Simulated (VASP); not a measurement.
# V (Im-3m) in VASP: notebook, part 2 of 2

VASP 6.6.1.

## (3) Relaxation of volume and atoms at fixed shape, PBE, collinear spin, ferromagnetic start

This run uses another cell than the first one, of 13.91 Å³/atom.

Contents of INCAR:

```
SYSTEM = V
ALGO     = Normal         ! electronic algorithm
EDIFF    = 1E-6           ! SCF threshold, eV
EDIFFG   = -0.03          ! ionic threshold
ENCUT    = 600            ! plane-wave cutoff, eV
GGA      = PE             ! functional
IBRION   = 2              ! ionic algorithm
ISIF     = 8              ! what is computed and relaxed
ISMEAR   = 1              ! smearing method
ISPIN    = 2              ! spin polarisation
LASPH    = .True.         ! aspherical terms in the spheres
LCHARG   = .False.        ! write CHGCAR
LMAXMIX  = 4              ! l up to which the mixer works
LORBIT   = 11             ! projections on sites
LREAL    = .False.        ! projectors in reciprocal space
LWAVE    = .False.        ! write WAVECAR
MAGMOM   = 1.5 1.5        ! initial moments
NELM     = 150            ! most SCF steps
NSW      = 80             ! ionic steps
PREC     = Accurate       ! precision mode
SIGMA    = 0.05           ! smearing width, eV
```

Contents of KPOINTS:

```
k-points
0
Gamma
  8 8 8
  0 0 0
```

Contents of POSCAR:

```
V
1.0
    3.0300000000      0.0000000000      0.0000000000
    0.0000000000      3.0300000000      0.0000000000
    0.0000000000      0.0000000000      3.0300000000
V
2
Direct
    0.0000000000      0.0000000000      0.0000000000
    0.5000000000      0.5000000000      0.5000000000
```

Potentials or basis: VASP PAW PBE potentials, release 64 (V_sv).

On the command line:

```sh
> cat potpaw_PBE.64/V_sv/POTCAR > POTCAR
> mpirun -np 1 vasp_std > vasp.out
```

OUTCAR:

```text
SYSTEM = V
   EDIFF = 1E-6
   EDIFFG = -0.03
   ENCUT = 600
   GGA = PE
   IBRION = 2
   ISIF = 8
   ISMEAR = 1
   ISPIN = 2
   LASPH = .True.
   LORBIT = 11
   LREAL = .False.
   NELM = 150
   NSW = 80
   PREC = Accurate

 ion  position               nearest neighbor table
   1  0.000  0.000  0.000-   2 2.62   2 2.62   2 2.62   2 2.62   2 2.62   2 2.62   2 2.62   2 2.62

   2  0.500  0.500  0.500-   1 2.62   1 2.62   1 2.62   1 2.62   1 2.62   1 2.62   1 2.62   1 2.62

  LATTYP: Found a simple cubic cell.
 ALAT       =     3.0300000000

  Lattice vectors:

 A1 = (   3.0300000000,   0.0000000000,   0.0000000000)
 A2 = (   0.0000000000,   3.0300000000,   0.0000000000)
 A3 = (   0.0000000000,   0.0000000000,   3.0300000000)

[... 1359 lines left out ...]

 number of electron      25.9999988 magnetization       0.2006769

 Free energy of the ion-electron system (eV)
  ---------------------------------------------------
  ext. energy  EPLUGINS =         0.00000000
  ---------------------------------------------------
  free energy    TOTEN  =       -17.97916699 eV

  energy without entropy =      -17.98014999  energy(sigma->0) =      -17.97949466

 E-fermi :   9.7348     XC(G=0): -12.9136

 val. band max:        9.7171683338   @ k =   0.3750   0.1250   0.0000
 cond. band min:       9.7365502807   @ k =   0.2500   0.2500   0.1250
 fundamental gap:      0.0193819468
 Fermi energy:         9.7348252831

 spin component 1

 k-point     1 :       0.0000    0.0000    0.0000
  band No.  band energies     occupation
      1     -54.0209      1.00000
      2     -53.6844      1.00000
      3     -27.9366      1.00000
      4     -27.9366      1.00000
      5     -27.9366      1.00000
      6     -27.3188      1.00000
[... 1080 lines left out ...]
  FREE ENERGIE OF THE ION-ELECTRON SYSTEM (eV)
  ---------------------------------------------------
  free  energy   TOTEN  =       -17.9791669897 eV

  energy  without entropy=      -17.9801499923  energy(sigma->0) =      -17.97949466

 reached required accuracy - stopping structural energy minimisation

 total charge

# of ion       s       p       d       tot
------------------------------------------
    1        2.341   6.221   3.093  11.656
    2        2.341   6.221   3.093  11.656
--------------------------------------------------
tot          4.683  12.442   6.187  23.312

 magnetization (x)

# of ion       s       p       d       tot
------------------------------------------
    1        0.001   0.002   0.088   0.091
    2        0.001   0.002   0.088   0.091
--------------------------------------------------
tot          0.001   0.004   0.177   0.182
```

OSZICAR:

```text
N       E                     dE             d eps       ncg     rms          rms(c)
DAV:   1     0.313391057910E+03    0.31339E+03   -0.16160E+04  2684   0.172E+03
DAV:   2    -0.105104482498E+02   -0.32390E+03   -0.31914E+03  2695   0.520E+02
[... 24 lines left out ...]
DAV:   1    -0.184224090074E+02   -0.45921E+00   -0.98410E+00  2772   0.410E+01    0.695E+00
DAV:   2    -0.179857469214E+02    0.43666E+00   -0.25352E+00  2788   0.157E+01    0.136E+00
DAV:   3    -0.179813576285E+02    0.43893E-02   -0.11720E-02  2838   0.122E+00    0.744E-01
DAV:   4    -0.179791307142E+02    0.22269E-02   -0.50068E-03  2666   0.751E-01    0.182E-01
DAV:   5    -0.179791553588E+02   -0.24645E-04   -0.10872E-04  2962   0.111E-01    0.500E-02
DAV:   6    -0.179791663361E+02   -0.10977E-04   -0.57598E-05  2840   0.720E-02    0.171E-02
DAV:   7    -0.179791669897E+02   -0.65362E-06   -0.93324E-06  2523   0.328E-02
   3 F= -.17979167E+02 E0= -.17979495E+02  d E =-.165799E-01  mag=     0.2007
```

Run time: 33 s. Hardware: 1 thread of AMD EPYC 9R45 (Zen 5), shared host; peak memory 0.14 GiB.

Results:

```
Free energy                                           : -17.9792 eV
Relaxed volume                                        : 13.44 Å³/atom
Relaxed cell                                          : a = 2.996 Å, b = 2.996 Å, c = 2.996 Å, α = 90.00°, β = 90.00°, γ = 90.00°
Space group after relaxing (to 0.1 Å)                 : Im-3m (No. 229)
Energy gained by relaxing                             : 8.3 meV/atom
Ionic steps                                           : 3
Pressure after relaxing                               : 0.0 GPa
Net moment                                            : 0.20 μB per cell
Site moments                                          : V +0.09 μB
Valence electrons inside the program's atomic spheres : V 11.66
```

The path:
```csv
step,energy change (eV),largest force (eV/Å),pressure (GPa),volume (Å³)
1,0.0000,0.0000,-5.13,27.82
2,-0.0006,0.0000,6.29,26.06
3,-0.0166,0.0000,-0.02,26.89
```

Final structure:
```cif
data_structure
_symmetry_space_group_name_H-M 'P 1'
_symmetry_Int_Tables_number 1
_cell_length_a 2.9959
_cell_length_b 2.9959
_cell_length_c 2.9959
_cell_angle_alpha 90.000
_cell_angle_beta 90.000
_cell_angle_gamma 90.000
_cell_volume 26.89
loop_
_atom_site_label
_atom_site_type_symbol
_atom_site_fract_x
_atom_site_fract_y
_atom_site_fract_z
_atom_site_occupancy
V1 V 0.00000 0.00000 0.00000 1
V2 V 0.50000 0.50000 0.50000 1
```
